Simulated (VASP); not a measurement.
GeCN2, 4 atoms in the cell. It takes space group R-3m (No. 166, trigonal). The conventional cell has a = 3.445 Å, b = 3.445 Å, c = 14.576 Å, α = 90.00°, β = 90.00°, γ = 120.00°. Ge (site symmetry -3m) has 6 N at 2.32 Å and 6 C at 3.14 Å within 3.2 Å. Within 1.7 Å of C (site symmetry -3m) lie 2 N at 1.23 Å. N (site symmetry 3m) has 1 C at 1.23 Å within 1.7 Å. 

* Program: VASP 6.6.1
* Task: single point
* Functional: LDA
* Potentials or basis: VASP PAW LDA potentials, release 64 (Ge_d, C, N)
* Cutoff: 520 eV
* k mesh: 9 × 9 × 9
* Occupations: gaussian, width 0.02 eV
* Spin: no spin polarisation
* Dipole correction: no
* Further INCAR settings: ALGO = Normal; EDIFF = 1e-06; NBANDS = 22

Potentials or basis: VASP PAW LDA potentials, release 64 (Ge_d, C, N).

The run is started by

```sh
$ cat potpaw_LDA.64/Ge_d/POTCAR potpaw_LDA.64/C/POTCAR potpaw_LDA.64/N/POTCAR > POTCAR
$ mpirun -np 1 vasp_std > vasp.out
```

Hardware: 1 thread of Intel(R) Xeon(R) 6975P-C (Granite Rapids), on a shared host.

**Question.** How long does it take, and how much memory?

**Answer.** It took 51 s on 1 thread of Intel(R) Xeon(R) 6975P-C (Granite Rapids), on a shared host, peak memory 0.25 GiB. Counts: scf iterations 13, k points 85.
